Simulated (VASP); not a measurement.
## Be4Se3: single point with PBE

Be4Se3:

```xyz
7
Lattice="4.7038 0.0000 0.0000 0.0000 4.7038 0.0000 0.0000 0.0000 4.7038" Properties=species:S:1:pos:R:3 pbc="T T T"
Be    0.0000    2.3519    2.3519
Be    2.3519    0.0000    2.3519
Be    2.3519    2.3519    0.0000
Be    2.3519    2.3519    2.3519
Se    2.3519    0.0000    0.0000
Se    0.0000    2.3519    0.0000
Se    0.0000    0.0000    2.3519
```

The cell was built from a structure type or drawn by symmetry, and may not be a known phase.

```
Program                : VASP 6.6.1
Task                   : single point
Functional             : PBE
Potentials or basis    : VASP PAW PBE potentials, release 64 (Be, Se)
Cutoff                 : 520 eV
k mesh                 : 3 × 3 × 3
Occupations            : gaussian, width 0.2 eV
Spin                   : no spin polarisation
Dipole correction      : no
Further INCAR settings : ALGO = Normal; EDIFF = 1e-07; NBANDS = 22
```

```json
{
 "Pressure": "-0.2 GPa",
 "Band gap on the k mesh": "zero (bands 13 and 14 overlap by 0.48 eV)"
}
```

Levels at points of the mesh, in eV from the Fermi level:
```csv
k point,band 10,band 11,band 12,band 13,band 14,band 15,band 16,band 17
"(0.00, 0.00, 0.00)",-3.48,-0.61,-0.61,-0.61,0.84,0.84,1.93,1.93
```

It took 13 s on 1 thread of Intel Xeon 8259CL, with other jobs on the host, peak memory 0.2 GiB.

Caveat: the k points lie up to 0.45 Å⁻¹ apart; semilocal functionals underestimate gaps, so a narrow gap can read as zero.
